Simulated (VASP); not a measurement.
# CS2 in VASP: a series of runs

CS2 is run at these levels: PBE+D3(BJ); tasks: single point.

Everything below comes from runs of VASP 6.6.1. Logs are shortened: lines on timing, memory, paths and dates and some standing lists are left out, and cuts for length are marked.

## Step 1: The cell of the first run

The cell holds a disordered packing, 24 atoms: a = 9.283 Å, b = 9.283 Å, c = 9.283 Å, α = 90.00°, β = 90.00°, γ = 90.00°.

## Step 2: Single point, PBE+D3(BJ)

Contents of INCAR:

```
PREC     = Accurate       # precision mode
ENCUT    = 1000           # plane-wave cutoff, eV
EDIFF    = 1E-6           # SCF threshold, eV
ISMEAR   = -1             # smearing method
SIGMA    = 0.02           # smearing width, eV
LREAL    = Auto         
LASPH    = True           # aspherical terms in the spheres
NELM     = 120            # most SCF steps
ALGO     = Normal         # electronic algorithm
ISIF     = 2              # what is computed and relaxed
LWAVE    = False          # write WAVECAR
LCHARG   = False          # write CHGCAR
GGA      = PE             # functional
IVDW     = 12             # dispersion correction
NBANDS   = 82             # bands
GGA_COMPAT= False
```

Contents of KPOINTS:

```
regular mesh
0
Gamma
  1 1 1
```

Contents of POSCAR:

```
CS2
1.0
    9.2831780000      0.0000000000      0.0000000000
    0.0000000000      9.2831780000      0.0000000000
    0.0000000000      0.0000000000      9.2831780000
S C
16 8
Direct
    0.5602069071      0.2641648264      0.7260018224
    0.6517228112      0.1698029520      0.4156461542
    0.9100915808      0.5945509618      0.4658652615
    0.9550731679      0.3841326210      0.7256525828
    0.3127646622      0.9655413442      0.2613114302
    0.5255182333      0.8448751331      0.0305691432
    0.9331763205      0.8769993265      0.2133174448
    0.8114826508      1.1308178285      0.0286826530
    0.5500982615      0.7304414740      0.5326869954
    0.3004183387      0.5234768524      0.4433019971
    1.0009153992      0.4692618507      0.1101431057
    0.6655118319      0.5012998449      0.0932472814
    0.2179915155      0.1469667852      0.8971660485
    0.1301848986      0.0438338107      0.5893268789
   -0.1493376109      0.7952777820      0.8077352307
    0.1746318170      0.7226417875      0.8600349187
    0.6060968468      0.2169339066      0.5708405912
    0.9323464800      0.4884998783      0.5955055878
    0.4186847629      0.9048800309      0.1457196534
    0.8715394172      1.0041304453      0.1215802843
    0.4253363248      0.6268650406      0.4880477921
    0.8332538431      0.4855706160      0.1012128857
    0.1755601496      0.0951754475      0.7428626742
    0.0125004905      0.7587911540      0.8345973828
```

Potentials or basis: VASP PAW PBE potentials, release 64 (S, C_h).

Command:

```sh
$ cat potpaw_PBE.64/S/POTCAR potpaw_PBE.64/C_h/POTCAR > POTCAR
$ mpirun -np 1 vasp_gam > vasp.out
```

OUTCAR:

```text
PREC = Accurate
   ENCUT = 1000
   EDIFF = 1E-6
   ISMEAR = -1
   LREAL = Auto
   LASPH = True
   NELM = 120
   ISIF = 2
   GGA = PE
   IVDW = 12
 IVDW          = 12

 ion  position               nearest neighbor table
   1  0.560  0.264  0.726-  17 1.56
   2  0.652  0.170  0.416-  17 1.56
   3  0.910  0.595  0.466-  18 1.57
   4  0.955  0.384  0.726-  18 1.56
   5  0.313  0.966  0.261-  19 1.56
   6  0.526  0.845  0.031-  19 1.56
[... 8 lines left out ...]
  15  0.851  0.795  0.808-  24 1.56
  16  0.175  0.723  0.860-  24 1.56
  17  0.606  0.217  0.571-   2 1.56   1 1.56
  18  0.932  0.488  0.596-   4 1.56   3 1.57
  19  0.419  0.905  0.146-   5 1.56   6 1.56
  20  0.872  0.004  0.122-   8 1.56   7 1.56
  21  0.425  0.627  0.488-   9 1.56  10 1.56
  22  0.833  0.486  0.101-  12 1.57  11 1.57
  23  0.176  0.095  0.743-  14 1.56  13 1.56
  24  0.013  0.759  0.835-  16 1.56  15 1.56

  LATTYP: Found a simple cubic cell.
 ALAT       =     9.2831780000

  Lattice vectors:

 A1 = (   9.2831780000,   0.0000000000,   0.0000000000)
 A2 = (   0.0000000000,   9.2831780000,   0.0000000000)
 A3 = (   0.0000000000,   0.0000000000,   9.2831780000)

Analysis of symmetry for initial positions (statically):
=====================================================================
 Subroutine PRICEL returns:
 Original cell was already a primitive cell.

 Routine SETGRP: Setting up the symmetry group for a
 simple cubic supercell.

 Subroutine GETGRP returns: Found  1 space group operations
 (whereof  1 operations were pure point group operations)
 out of a pool of 48 trial point group operations.

The static configuration has the point symmetry C_1 .

Analysis of symmetry for dynamics (positions and initial velocities):
=====================================================================
 Subroutine PRICEL returns:
 Original cell was already a primitive cell.

 Routine SETGRP: Setting up the symmetry group for a
 simple cubic supercell.

 Subroutine GETGRP returns: Found  1 space group operations
 (whereof  1 operations were pure point group operations)
 out of a pool of 48 trial point group operations.

The dynamic configuration has the point symmetry C_1 .

 Subroutine INISYM returns: Found  1 space group operations
 (whereof  1 operations are pure point group operations),
[... 117 lines left out ...]
   LREAL  =      T    real-space projection
   EDIFFG = 0.1E-04   stopping-criterion for IOM
   NSW    =      0    number of steps for IOM
   IBRION =     -1    ionic relax: 0-MD 1-quasi-New 2-CG
   NFREE  =      0    steps in history (QN), initial steepest desc. (CG)
   ISIF   =      2    stress and relaxation
   ISYM   =      2    0-nonsym 1-usesym 2-fastsym
   POTIM  = 0.5000    time-step for ionic-motion
   TEBEG  =    0.0;   TEEND  =   0.0 temperature during run
   PSTRESS=    0.0 pullay stress
   NELECT =     128.0000    total number of electrons
   NUPDOWN=      -1.0000    fix difference up-down
   EMIN   =  10.00;   EMAX   =-10.00  energy-range for DOS
   EFERMI =   0.00;   METHOD = LEGACY
   ISMEAR =    -1;   SIGMA  =   0.02  broadening in eV -4-tet -1-fermi 0-gaus
   EFERMI_NEDOS =   21; number of points for ismear=-14 and -15
   IALGO  =     38    algorithm
   IMIX   =      4    mixing-type and parameters
     AMIX     =   0.40;   BMIX     =  1.00
     AMIX_MAG =   1.60;   BMIX_MAG =  1.00
  volume/ion in A,a.u.               =      33.33       224.94
  Fermi-wavevector in a.u.,A,eV,Ry     =   0.888754  1.679501 10.747015  0.789883
  Thomas-Fermi vector in A             =   2.010225
   LORBIT       =      0    0 simple, 1 ext, 2 COOP (PROOUT), +10 PAW based schemes
   GGA     = PE    functional components
   LHFCALC =     F    Hartree Fock is set to
   AEXX    =    0.0000 exact exchange contribution
   IVDW    =    12    specifies the selected vdW correction
   LEPSILON=     F    determine dielectric tensor
   LRPA    =     F    only Hartree local field effects (RPA)
 non-spin polarized calculation
  energy-cutoff  :     1000.00
  volume of cell :      800.00
 maximum number of plane-waves:     28682
 NGX is ok and might be reduce to    96
   NGX = 47   NGY = 47   NGZ = 47

 number of electron     127.9999998 magnetization

 Free energy of the ion-electron system (eV)
  ---------------------------------------------------
  ext. energy  EPLUGINS =         0.00000000
  ---------------------------------------------------
  free energy    TOTEN  =      -133.13706688 eV

  energy without entropy =     -133.13706688  energy(sigma->0) =     -133.13706688

 E-fermi :  -1.0744     XC(G=0):  -6.4446

 val. band max:       -1.5769455944   @ k =   0.0000   0.0000   0.0000
 cond. band min:       1.4387515519   @ k =   0.0000   0.0000   0.0000
 fundamental gap:      3.0156971463
 Fermi energy:        -1.0744217557

 k-point     1 :       0.0000    0.0000    0.0000
  band No.  band energies     occupation
      1     -16.6678      2.00000
      2     -16.5732      2.00000
      3     -16.5554      2.00000
      4     -16.5299      2.00000
      5     -16.4720      2.00000
      6     -16.4494      2.00000
[... 68 lines left out ...]
     75       2.0656      0.00000
     76       2.1021      0.00000
 [bands above 76 left out]

------------------------ aborting loop because EDIFF is reached ----------------------------------------

 Edisp (eV)   -2.93433

 E8    (eV) :    -0.9898

  FORCE on cell =-STRESS in cart. coord.  units (eV):
  Direction    XX          YY          ZZ          XY          YZ          ZX
  --------------------------------------------------------------------------------------
  -------------------------------------------------------------------------------------
  Total      -5.06417    -2.36978    -5.01486     0.64712     0.45021    -0.57221
  in kB     -10.14212    -4.74600   -10.04336     1.29600     0.90165    -1.14598
  external pressure =       -8.31 kB  Pullay stress =        0.00 kB

 VOLUME and BASIS-vectors are now :
 -----------------------------------------------------------------------------
  energy-cutoff  :     1000.00
  volume of cell :      800.00
      direct lattice vectors                 reciprocal lattice vectors
     9.283178000  0.000000000  0.000000000     0.107721731  0.000000000  0.000000000
     0.000000000  9.283178000  0.000000000     0.000000000  0.107721731  0.000000000
     0.000000000  0.000000000  9.283178000     0.000000000  0.000000000  0.107721731

 POSITION                                       TOTAL-FORCE (eV/Angst)
 -----------------------------------------------------------------------------------
      5.20050      2.45229      6.73960         0.106803     -0.116067     -0.425192
      6.05006      1.57631      3.85852        -0.105533      0.125627      0.407942
      8.44854      5.51932      4.32471         0.082554     -0.368474      0.408223
      8.86611      3.56597      6.73636        -0.075268      0.339564     -0.439667
      2.90345      8.96329      2.42580         0.227617     -0.136850     -0.233683
      4.87848      7.84313      0.28378        -0.214980      0.129316      0.243127
[... 16 lines left out ...]
      1.62976      0.88353      6.89613        -0.003621      0.020619     -0.014720
      0.11604      7.04399      7.74772        -0.003283      0.006362     -0.005843
 -----------------------------------------------------------------------------------
    total drift:                               -0.019204      0.039133     -0.027641

  FREE ENERGIE OF THE ION-ELECTRON SYSTEM (eV)
  ---------------------------------------------------
  free  energy   TOTEN  =      -136.0713940470 eV

  energy  without entropy=     -136.0713940469  energy(sigma->0) =     -136.07139405
```

Wall time 3.2 min (1 thread of Intel Xeon 6975P-C (Granite Rapids), shared host); peak memory 1.4 GiB.

What came out:

| Property | Result |
| --- | --- |
| Free energy | -136.0714 eV |
| Pressure | -0.8 GPa |
| Largest force | 0.561 eV/Å |
| Dispersion energy per atom | -0.122 eV |

Forces on the atoms (eV/Å):
```
S    0.107 -0.116 -0.425
S   -0.106  0.126  0.408
S    0.083 -0.368  0.408
S   -0.075  0.340 -0.440
S    0.228 -0.137 -0.234
S   -0.215  0.129  0.243
S   -0.143  0.301 -0.199
S    0.144 -0.301  0.216
S   -0.186 -0.190 -0.068
S    0.215  0.150  0.070
S   -0.544  0.070 -0.015
S    0.540 -0.073  0.048
S   -0.087 -0.134 -0.307
S    0.088  0.119  0.320
S    0.321 -0.066  0.041
S   -0.300  0.082 -0.068
C    0.002 -0.003  0.006
C   -0.017 -0.004  0.002
C    0.006  0.012  0.011
C    0.005  0.023 -0.019
C   -0.009 -0.003  0.005
C   -0.051  0.017  0.018
C   -0.004  0.021 -0.015
C   -0.003  0.006 -0.006
```

Stress tensor (GPa, compression positive):
```
-1.01  0.13 -0.11
 0.13 -0.47  0.09
-0.11  0.09 -1.00
```

Caveat: the k points lie up to 0.68 Å⁻¹ apart.

(Part 1 of 2 ends here.)
